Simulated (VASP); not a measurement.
Write the native input for VASP 6.6.1 that does the following.

```
Task                   : single point
Functional             : revPBE
Potentials or basis    : VASP PAW PBE potentials, release 64 (Sc_sv)
Cutoff                 : 520 eV
k mesh                 : 18 × 18 × 10
Occupations            : fermi-dirac, width 0.1 eV
Spin                   : no spin polarisation
Dipole correction      : no
Further INCAR settings : ALGO = Normal; EDIFF = 1e-07; NBANDS = 18
```

The structure of Sc lies in POSCAR:

```
Sc
1.0
    3.4340930700      0.0000000000      0.0000000000
   -1.7170465350      2.9740118376      0.0000000000
    0.0000000000      0.0000000000      5.3800451081
Sc
2
Direct
    0.3333333333      0.6666666667      0.2500000000
    0.6666666667      0.3333333333      0.7500000000
```

One way to write it, as run:

INCAR

```
SYSTEM = Sc
PREC = Accurate ; ENCUT = 520
EDIFF = 1E-7 ; ISMEAR = -1
SIGMA = 0.1 ; LREAL = .FALSE.
LASPH = .TRUE. ; NELM = 60
ALGO = Normal ; ISIF = 2
LWAVE = .FALSE. ; LCHARG = .FALSE.
GGA = RE ; NBANDS = 18
```

KPOINTS

```
regular mesh
0
G
  18 18 10
  0 0 0
```

Potentials or basis: VASP PAW PBE potentials, release 64 (Sc_sv).

Launch:

```bash
$ cat potpaw_PBE.64/Sc_sv/POTCAR > POTCAR
$ mpirun -np 1 vasp_std > vasp.out
```

Results of the run:

| Item | Value |
| --- | --- |
| Pressure | -3.4 GPa |
| Band gap on the k mesh | zero (bands 11 and 12 overlap by 1.28 eV) |

Caveat: the cell stands under tension; the PAW data sets were made with another functional, which shifts forces and pressure a little.

It took 83 s on 1 thread of Intel(R) Xeon(R) 6975P-C (Granite Rapids), with other jobs on the host, peak memory 0.3 GiB.
